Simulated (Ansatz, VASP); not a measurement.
**CdS3: VASP beside Ansatz**

The input INCAR:

```
SYSTEM = CdS3
PREC     = Accurate       ! precision mode
ENCUT    = 500            ! plane-wave cutoff, eV
EDIFF    = 1E-7           ! SCF threshold, eV
ISMEAR   = 0              ! smearing method
SIGMA    = 0.1            ! smearing width, eV
LREAL    = .FALSE.        ! projectors in reciprocal space
LASPH    = .TRUE.         ! aspherical terms in the spheres
NELM     = 120            ! most SCF steps
ALGO     = Normal         ! electronic algorithm
ISIF     = 3              ! what is computed and relaxed
LWAVE    = .FALSE.        ! write WAVECAR
LCHARG   = .FALSE.        ! write CHGCAR
GGA      = PE             ! functional
IBRION   = 2              ! ionic algorithm
NSW      = 90             ! ionic steps
EDIFFG   = -0.04          ! ionic threshold
GGA_COMPAT= .FALSE.      
NELMIN   = 4
```

Contents of KPOINTS:

```
Automatic mesh
0
G
  3 3 6
  0 0 0
```

The input POSCAR:

```
CdS3
1.0
    7.1254259504      0.0000000000      0.0000000000
   -3.5627129752      6.1707998858      0.0000000000
    0.0000000000      0.0000000000      3.5440864758
Cd S
2 6
Direct
    0.6666666667      0.3333333333      0.2500000000
    0.3333333333      0.6666666667      0.7500000000
    0.1610043135      0.3220086271      0.2500000000
    0.8389956865      0.1610043135      0.7500000000
    0.6779913729      0.8389956865      0.2500000000
    0.8389956865      0.6779913729      0.7500000000
    0.1610043135      0.8389956865      0.2500000000
    0.3220086271      0.1610043135      0.7500000000
```

Input for Ansatz:

```yaml
crystal:
  lattice:
    - [7.1254259504, 0.0, 0.0]
    - [-3.5627129752, 6.1707998858, 0.0]
    - [0.0, 0.0, 3.5440864758]
  atoms:
    - { symbol: Cd, position: [0.6666666667, 0.3333333333, 0.25] }
    - { symbol: Cd, position: [0.3333333333, 0.6666666667, 0.75] }
    - { symbol: S, position: [0.1610043135, 0.3220086271, 0.25] }
    - { symbol: S, position: [0.8389956865, 0.1610043135, 0.75] }
    - { symbol: S, position: [0.6779913729, 0.8389956865, 0.25] }
    - { symbol: S, position: [0.8389956865, 0.6779913729, 0.75] }
    - { symbol: S, position: [0.1610043135, 0.8389956865, 0.25] }
    - { symbol: S, position: [0.3220086271, 0.1610043135, 0.75] }
basis:
  ecutwfc: 420
kpoints:
  mp_grid: { grid: [3, 3, 6] }
hamiltonian:
  xc: pbe
scf:
  occupations: { method: gaussian, width: 0.1 }
  lower_state_search: "off"
output:
  forces: true
  stress: true
  eigenvalues: true
relax:
  adjacent_minimum: "off"
  f_tol: 0.04
  max_steps: 70
  cell: { stress_tol: 0.4 }
```

Change from the starting cell: species swapped into the PrBr3 type (P6_3/m, No. 176).

Alike in both runs: task relaxation of cell and atoms; functional PBE; k mesh 3 × 3 × 6; occupations gaussian, width 0.1 eV; no spin polarisation.

|  | VASP | Ansatz |
| --- | --- | --- |
| version | VASP 6.6.1 | Ansatz 0.2.0 |
| potentials or method | VASP PAW PBE potentials, release 64 (Cd, S), cutoff 500 eV | scalar-relativistic, plane waves, PAW |
| valence electrons in the cell | 60 | 76 |

```csv
,VASP,Ansatz,Ansatz less VASP
"gap on the k mesh at the Fermi level, each at its own relaxed structure (eV)",none,none,-
relaxed volume (Å³/atom),19.17,19.19,+0.020
relaxed length of the cell vector where the two differ most in proportion (Å),3.575,3.568,-0.0070
```

A gap of «none» marks a metal or a gap that the smearing closes. VASP's potentials hold 60 valence electrons a cell and Ansatz's 76, so a difference there can come from the potentials and not from the codes.
